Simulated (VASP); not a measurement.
# SrO in VASP: further runs

The runs below take SrO through single point, with PBE, r2SCAN.

Everything below comes from runs of VASP 6.6.1. Logs are shortened: lines on timing, memory, paths and dates and some standing lists are left out, and cuts for length are marked.

**1. The cell of the first run**

The structure is hexagonal, space group P6_3/mmc (No. 194). Conventional cell: a = 3.609 Å, b = 3.609 Å, c = 6.237 Å, α = 90.00°, β = 90.00°, γ = 120.00°. Within 3.4 Å of Sr (site symmetry -3m) lie 6 O at 2.60 Å and 2 Sr at 3.12 Å. Within 3.4 Å of O (site symmetry -6m2) lie 6 Sr at 2.60 Å.

**2. Single point, PBE (epitaxial xy strain +1.3%)**

File INCAR:

```
PREC = Accurate
ENCUT = 520
EDIFF = 1E-6
ISMEAR = -1
SIGMA = 0.02
LREAL = False
LASPH = True
NELM = 100
ALGO = Normal
ISIF = 2
LWAVE = False
LCHARG = False
GGA = PE
NBANDS = 24
```

File KPOINTS:

```
regular mesh
0
Gamma
  12 12 4
```

File POSCAR:

```
SrO
1.0
    3.6092037796      0.0000000000      0.0000000000
   -1.8046018898      3.1256621606      0.0000000000
    0.0000000000      0.0000000000      6.2370145142
Sr O
2 2
Direct
    0.0000000000      0.0000000000      0.0000000000
    0.0000000000      0.0000000000      0.5000000000
    0.3333333333      0.6666666667      0.2500000000
    0.6666666667      0.3333333333      0.7500000000
```

Potentials or basis: VASP PAW PBE potentials, release 64 (Sr_sv, O).

On the command line:

```
$ cat potpaw_PBE.64/Sr_sv/POTCAR potpaw_PBE.64/O/POTCAR > POTCAR
$ mpirun -np 1 vasp_std > vasp.out
```

OUTCAR:

```text
PREC = Accurate
   ENCUT = 520
   EDIFF = 1E-6
   ISMEAR = -1
   LREAL = False
   LASPH = True
   NELM = 100
   ISIF = 2
   GGA = PE

 ion  position               nearest neighbor table
   1  0.000  0.000  0.000-   3 2.60   4 2.60   4 2.60   3 2.60   4 2.60   3 2.60   2 3.12   2 3.12
                             2 4.77   2 4.77   2 4.77   2 4.77   2 4.77   2 4.77   2 4.77   2 4.77
   2  0.000  0.000  0.500-   3 2.60   4 2.60   4 2.60   3 2.60   4 2.60   3 2.60   1 3.12   1 3.12
                             1 4.77   1 4.77   1 4.77   1 4.77   1 4.77   1 4.77   1 4.77   1 4.77
   3  0.333  0.667  0.250-   1 2.60   2 2.60   1 2.60   2 2.60   1 2.60   2 2.60
   4  0.667  0.333  0.750-   1 2.60   2 2.60   1 2.60   2 2.60   1 2.60   2 2.60

  LATTYP: Found a hexagonal cell.
 ALAT       =     3.6092037796
 C/A-ratio  =     1.7280859977

  Lattice vectors:

 A1 = (   3.6092037796,   0.0000000000,   0.0000000000)
 A2 = (  -1.8046018898,   3.1256621606,   0.0000000000)
 A3 = (   0.0000000000,   0.0000000000,   6.2370145142)

Analysis of symmetry for initial positions (statically):
=====================================================================
 Subroutine PRICEL returns:
 Original cell was already a primitive cell.

 Routine SETGRP: Setting up the symmetry group for a
 hexagonal supercell.

 Subroutine GETGRP returns: Found 24 space group operations
 (whereof 12 operations were pure point group operations)
 out of a pool of 24 trial point group operations.

The static configuration has the point symmetry D_3d.
 The point group associated with its full space group is D_6h.

Analysis of symmetry for dynamics (positions and initial velocities):
=====================================================================
 Subroutine PRICEL returns:
 Original cell was already a primitive cell.

 Routine SETGRP: Setting up the symmetry group for a
 hexagonal supercell.

 Subroutine GETGRP returns: Found 24 space group operations
 (whereof 12 operations were pure point group operations)
 out of a pool of 24 trial point group operations.

The dynamic configuration has the point symmetry D_3d.
 The point group associated with its full space group is D_6h.

 Subroutine INISYM returns: Found 24 space group operations
 (whereof 12 operations are pure point group operations),
 and found     1 'primitive' translations

----------------------------------------------------------------------------------------

                                     Primitive cell

  volume of cell :      70.3607

  direct lattice vectors                    reciprocal lattice vectors
     3.609203780  0.000000000  0.000000000     0.277069421  0.159966105  0.000000000
    -1.804601890  3.125662161  0.000000000     0.000000000  0.319932209  0.000000000
     0.000000000  0.000000000  6.237014514     0.000000000  0.000000000  0.160333121

  length of vectors
     3.609203780  3.609203780  6.237014514     0.319932209  0.319932209  0.160333121

  position of ions in fractional coordinates (direct lattice)
     0.000000000  0.000000000  0.000000000
     0.000000000  0.000000000  0.500000000
     0.333333333  0.666666667  0.250000000
     0.666666667  0.333333333  0.750000000

  ion indices of the primitive-cell ions
   primitive index   ion index
                 1           1
                 2           2
                 3           3
                 4           4

----------------------------------------------------------------------------------------

 KPOINTS: regular mesh

Automatic generation of k-mesh.
 Grid dimensions read from file:
 generate k-points for:   12   12    4

 Generating k-lattice:

  Cartesian coordinates                     Fractional coordinates (reciprocal lattice)
     0.023089118  0.013330509  0.000000000     0.083333333 -0.000000000  0.000000000
     0.000000000  0.026661017  0.000000000     0.000000000  0.083333333  0.000000000
     0.000000000  0.000000000  0.040083280     0.000000000  0.000000000  0.250000000

  Length of vectors
     0.026661017  0.026661017  0.040083280

  Shift w.r.t. Gamma in fractional coordinates (k-lattice)
     0.000000000  0.000000000  0.000000000

 Subroutine IBZKPT returns following result:
 ===========================================

 Found     57 irreducible k-points:

 Following reciprocal coordinates:
            Coordinates               Weight
  0.000000  0.000000  0.000000      1.000000
  0.083333  0.000000  0.000000      6.000000
  0.166667  0.000000  0.000000      6.000000
  0.250000  0.000000  0.000000      6.000000
  0.333333  0.000000  0.000000      6.000000
  0.416667  0.000000  0.000000      6.000000
[... 16 lines left out ...]
  0.250000  0.000000  0.250000     12.000000
  0.333333  0.000000  0.250000     12.000000
 [... further k-points ...]
   k-points           NKPTS =     57   k-points in BZ     NKDIM =     57   number of bands    NBANDS=     24
   number of dos      NEDOS =    301   number of ions     NIONS =      4
   total plane-waves  NPLWV =  37632
   dimension x,y,z NGX =    28 NGY =   28 NGZ =   48
   dimension x,y,z NGXF=    56 NGYF=   56 NGZF=   96
   ions per type =               2   2
   NGX,Y,Z   is equivalent  to a cutoff of  12.90, 12.90, 12.79 a.u.
   NGXF,Y,Z  is equivalent  to a cutoff of  25.79, 25.79, 25.59 a.u.
 SYSTEM =  unknown system
   PREC   = accura    normal or accurate (medium, high low for compatibility)
   ISTART =      0    job   : 0-new  1-cont  2-samecut
   ICHARG =      2    charge: 1-file 2-atom 10-const
   ISPIN  =      1    spin polarized calculation?
   LNONCOLLINEAR =      F non collinear calculations
   LSORBIT =      F    spin-orbit coupling
   LASPH  =      T    aspherical Exc in radial PAW
   ENCUT  =  520.0 eV  38.22 Ry    6.18 a.u.   6.71  6.71 11.60*2*pi/ulx,y,z
   NELM   =    100;   NELMIN=  2; NELMDL= -5     # of ELM steps
   EDIFF  = 0.1E-05   stopping-criterion for ELM
   LREAL  =      F    real-space projection
   EDIFFG = 0.1E-04   stopping-criterion for IOM
   NSW    =      0    number of steps for IOM
   IBRION =     -1    ionic relax: 0-MD 1-quasi-New 2-CG
   NFREE  =      0    steps in history (QN), initial steepest desc. (CG)
   ISIF   =      2    stress and relaxation
   ISYM   =      2    0-nonsym 1-usesym 2-fastsym
   POTIM  = 0.5000    time-step for ionic-motion
   TEBEG  =    0.0;   TEEND  =   0.0 temperature during run
   PSTRESS=    0.0 pullay stress
   NELECT =      32.0000    total number of electrons
   NUPDOWN=      -1.0000    fix difference up-down
   EMIN   =  10.00;   EMAX   =-10.00  energy-range for DOS
   EFERMI =   0.00;   METHOD = LEGACY
   ISMEAR =    -1;   SIGMA  =   0.02  broadening in eV -4-tet -1-fermi 0-gaus
   EFERMI_NEDOS =   21; number of points for ismear=-14 and -15
   IALGO  =     38    algorithm
   IMIX   =      4    mixing-type and parameters
     AMIX     =   0.40;   BMIX     =  1.00
     AMIX_MAG =   1.60;   BMIX_MAG =  1.00
  volume/ion in A,a.u.               =      17.59       118.70
  Fermi-wavevector in a.u.,A,eV,Ry     =   1.258968  2.379105 21.565247  1.585001
  Thomas-Fermi vector in A             =   2.392551
   LORBIT       =      0    0 simple, 1 ext, 2 COOP (PROOUT), +10 PAW based schemes
   GGA     = PE    functional components
   LHFCALC =     F    Hartree Fock is set to
   AEXX    =    0.0000 exact exchange contribution
   IVDW    =     0    specifies the selected vdW correction
   LEPSILON=     F    determine dielectric tensor
   LRPA    =     F    only Hartree local field effects (RPA)
 non-spin polarized calculation
  energy-cutoff  :      520.00
  volume of cell :       70.36
 maximum number of plane-waves:      1919
 NGX is ok and might be reduce to    28
   NGX = 13   NGY = 13   NGZ = 23

 number of electron      32.0000007 magnetization

 Free energy of the ion-electron system (eV)
  ---------------------------------------------------
  ext. energy  EPLUGINS =         0.00000000
  ---------------------------------------------------
  free energy    TOTEN  =       -23.49257706 eV

  energy without entropy =      -23.49257706  energy(sigma->0) =      -23.49257706

 E-fermi :   2.0167     XC(G=0):  -9.8530

 val. band max:        1.5814087173   @ k =   0.0000   0.0000   0.0000
 cond. band min:       4.9948874591   @ k =   0.0000   0.0000   0.0000
 fundamental gap:      3.4134787418
 Fermi energy:         2.0166568571

 k-point     1 :       0.0000    0.0000    0.0000
  band No.  band energies     occupation
      1     -31.3277      2.00000
      2     -31.1132      2.00000
      3     -15.4199      2.00000
      4     -13.5101      2.00000
      5     -12.9949      2.00000
      6     -12.9949      2.00000
[... 16 lines left out ...]
     23       8.9141      0.00000
     24       9.4422      0.00000

 k-point     2 :       0.0833    0.0000    0.0000
  band No.  band energies     occupation
      1     -31.3212      2.00000
      2     -31.1078      2.00000
      3     -15.3750      2.00000
      4     -13.7500      2.00000
      5     -13.0090      2.00000
      6     -12.8428      2.00000
[... 16 lines left out ...]
     23       8.9772      0.00000
     24      10.0996      0.00000

 k-point     3 :       0.1667    0.0000    0.0000
  band No.  band energies     occupation
      1     -31.3032      2.00000
      2     -31.0929      2.00000
      3     -15.2461      2.00000
      4     -14.1211      2.00000
      5     -13.0473      2.00000
      6     -12.9898      2.00000
[... 16 lines left out ...]
     23       9.2375      0.00000
     24      10.4425      0.00000
[... 514 lines left out ...]
 k-point    23 :       0.2500    0.0000    0.2500
  band No.  band energies     occupation
      1     -31.2492      2.00000
      2     -31.1035      2.00000
      3     -14.8992      2.00000
      4     -14.4317      2.00000
      5     -13.3181      2.00000
      6     -13.0662      2.00000
[... 16 lines left out ...]
     23       9.9760      0.00000
     24      10.3879      0.00000

 k-point    24 :       0.3333    0.0000    0.2500
  band No.  band energies     occupation
      1     -31.2249      2.00000
      2     -31.0822      2.00000
      3     -14.8475      2.00000
      4     -14.4726      2.00000
      5     -13.5564      2.00000
      6     -13.1154      2.00000
[... 16 lines left out ...]
     23      10.6869      0.00000
     24      10.8291      0.00000

 [... further k-points ...]

------------------------ aborting loop because EDIFF is reached ----------------------------------------

  FORCE on cell =-STRESS in cart. coord.  units (eV):
  Direction    XX          YY          ZZ          XY          YZ          ZX
  --------------------------------------------------------------------------------------
  -------------------------------------------------------------------------------------
  Total       -0.2064967     -0.2064967      1.2767093      0.0000000     -0.0000000     -0.0000000
  in kB       -4.7021168     -4.7021168     29.0718316      0.0000000     -0.0000000     -0.0000000
  external PRESSURE =       6.5558660 kB  Pullay stress =       0.0000000 kB

 VOLUME and BASIS-vectors are now :
 -----------------------------------------------------------------------------
  energy-cutoff  :      520.00
  volume of cell :       70.36
      direct lattice vectors                 reciprocal lattice vectors
     3.609203780  0.000000000  0.000000000     0.277069421  0.159966105  0.000000000
    -1.804601890  3.125662161  0.000000000     0.000000000  0.319932209  0.000000000
     0.000000000  0.000000000  6.237014514     0.000000000  0.000000000  0.160333121

 POSITION                                       TOTAL-FORCE (eV/Angst)
 -----------------------------------------------------------------------------------
      0.00000      0.00000      0.00000         0.000000     -0.000000     -0.000000
      0.00000      0.00000      3.11851         0.000000     -0.000000     -0.000000
     -0.00000      2.08377      1.55925        -0.000000      0.000000      0.000000
      1.80460      1.04189      4.67776         0.000000     -0.000000      0.000000
 -----------------------------------------------------------------------------------
    total drift:                                0.000000     -0.000000      0.000000

  FREE ENERGIE OF THE ION-ELECTRON SYSTEM (eV)
  ---------------------------------------------------
  free  energy   TOTEN  =       -23.4925770560 eV

  energy  without entropy=      -23.4925770560  energy(sigma->0) =      -23.49257706
```

Run time: 60 s. Hardware: 1 thread of Intel Xeon Platinum 8375C at 2.90GHz (Ice Lake), shared host; peak memory 0.24 GiB.

What came out:

| Item | Value |
| --- | --- |
| Free energy | -23.4926 eV |
| Pressure | 0.7 GPa |
| Band gap on the k mesh | 3.41 eV, direct |

Caveat: the cell differs from its parent crystal (epitaxial xy strain +1.3%). A k mesh can miss the band edges.

**3. Single point, r2SCAN (epitaxial xy strain +1.3%)**

POSCAR is that of step 2.

File INCAR.step1:

```
SYSTEM = SrO
PREC = Accurate
ENCUT = 520
ISMEAR = 0
SIGMA = 0.01
LREAL = .False.
LASPH = .True.
NELM = 60
NBANDS = 24
GGA = PE
ALGO = Normal
EDIFF = 1E-4
LWAVE = .True.
LCHARG = .False.
```

File INCAR.step2:

```
SYSTEM = SrO
PREC = Accurate
ENCUT = 520
EDIFF = 1E-7
ISMEAR = 0
SIGMA = 0.01
LREAL = .False.
LASPH = .True.
NELM = 60
ALGO = Normal
ISIF = 2
LWAVE = .False.
LCHARG = .False.
METAGGA = R2SCAN
LMIXTAU = .True.
NBANDS = 24
ISTART = 1
```

File KPOINTS:

```
regular mesh
0
Gamma
  12 12 4
  0 0 0
```

Potentials or basis: VASP PAW PBE potentials, release 64 (Sr_sv, O).

On the command line:

```
$ cat potpaw_PBE.64/Sr_sv/POTCAR potpaw_PBE.64/O/POTCAR > POTCAR
$ cp INCAR.step1 INCAR
$ mpirun -np 1 vasp_std > vasp.out
$ cp INCAR.step2 INCAR
$ mpirun -np 1 vasp_std > vasp.out
```

It took 4.4 min on 1 thread of Intel Xeon Platinum 8375C at 2.90GHz (Ice Lake), shared host; peak memory 0.25 GiB.

Results (log left out):

| Property | Result |
| --- | --- |
| Free energy | -53.4933 eV |
| Pressure | -1.3 GPa |
| Band gap on the k mesh | 3.95 eV, direct |

Stress tensor (GPa, compression positive):
```
-2.32  0.00  0.00
 0.00 -2.32  0.00
 0.00  0.00  0.61
```

Levels at points of the mesh, in eV from the valence-band top:
```tsv
k point	band 12	band 13	band 14	band 15	band 16	band 17	band 18	band 19	band 20	band 21
(0.00, 0.00, 0.00)	-0.97	-0.97	-0.11	0.00	0.00	3.95	4.85	7.00	7.00	7.50
(0.50, 0.00, 0.00)	-1.38	-1.09	-0.55	-0.28	-0.11	4.16	6.38	7.24	7.92	8.73
(0.00, 0.00, 0.50)	-1.23	-0.52	-0.52	-0.52	-0.52	5.90	5.90	7.03	7.03	7.73
(0.50, 0.00, 0.50)	-1.36	-0.77	-0.77	-0.60	-0.60	5.38	5.38	8.66	8.66	9.10
```

Caveat: the cell differs from its parent crystal (epitaxial xy strain +1.3%); the PAW data sets were made with another functional, which shifts forces and pressure a little. A k mesh can miss the band edges.

**4. Single point, PBE (uniaxial x strain -4.9%)**

File INCAR:

```
SYSTEM = SrO
  ALGO = Normal
  EDIFF = 1E-7
  ENCUT = 520
  GGA = PE
  ISIF = 2
  ISMEAR = -1
  LASPH = .True.
  LCHARG = .False.
  LREAL = .False.
  LWAVE = .False.
  NBANDS = 24
  NELM = 60
  PREC = Accurate
  SIGMA = 0.02
```

File KPOINTS:

```
k-points
0
Gamma
  12 12 4
  0 0 0
```

File POSCAR:

```
SrO
1.0
    3.3893519944      0.0000000000      0.0000000000
   -1.6946759972      3.0858546358      0.0000000000
    0.0000000000      0.0000000000      6.2551048169
Sr O
2 2
Direct
    0.0000000000      0.0000000000      0.0000000000
    0.0000000000      0.0000000000      0.5000000000
    0.3282860134      0.6565720269      0.2500000000
    0.6717139866      0.3434279731      0.7500000000
```

On the command line:

```
$ cat potpaw_PBE.64/Sr_sv/POTCAR potpaw_PBE.64/O/POTCAR > POTCAR
$ mpirun -np 1 vasp_std > vasp.out
```

Run time: 2.8 min. Hardware: 1 thread of Intel Xeon Platinum 8375C at 2.90GHz (Ice Lake), shared host; peak memory 0.31 GiB.

Results (log left out):

```yaml
Free_energy: -23.3402 eV
Pressure: 7.4 GPa
Largest_force: 0.005 eV/Å
Band_gap_on_the_k_mesh: 3.31 eV, direct
```

Forces in eV/Å, atoms in the order of the input:
```
Sr   0.000  0.000  0.000
Sr   0.000  0.000  0.000
O    0.000 -0.005  0.000
O    0.000  0.005  0.000
```

Stress tensor (GPa, compression positive):
```
11.53  0.00  0.00
 0.00  5.73  0.00
 0.00  0.00  4.97
```

Levels at points of the mesh, in eV from the valence-band top:
```tsv
k point	band 13	band 14	band 15	band 16	band 17	band 18	band 19	band 20
(0.00, 0.00, 0.00)	-0.96	-0.26	-0.14	0.00	3.31	4.57	6.42	6.48
(0.50, 0.00, 0.00)	-1.36	-0.65	-0.31	-0.20	3.53	5.56	7.11	7.60
(0.00, 0.50, 0.00)	-1.08	-0.65	-0.37	-0.07	3.53	5.36	7.14	7.59
(0.00, 0.00, 0.50)	-0.72	-0.72	-0.51	-0.51	5.26	5.26	6.61	6.61
(0.50, 0.00, 0.50)	-1.06	-1.06	-0.78	-0.78	4.72	4.72	8.41	8.41
(0.00, 0.50, 0.50)	-0.99	-0.99	-0.58	-0.58	4.60	4.60	8.34	8.34
```

Caveat: the cell differs from its parent crystal (uniaxial x strain -4.9%).

[end of part 1 of 2]
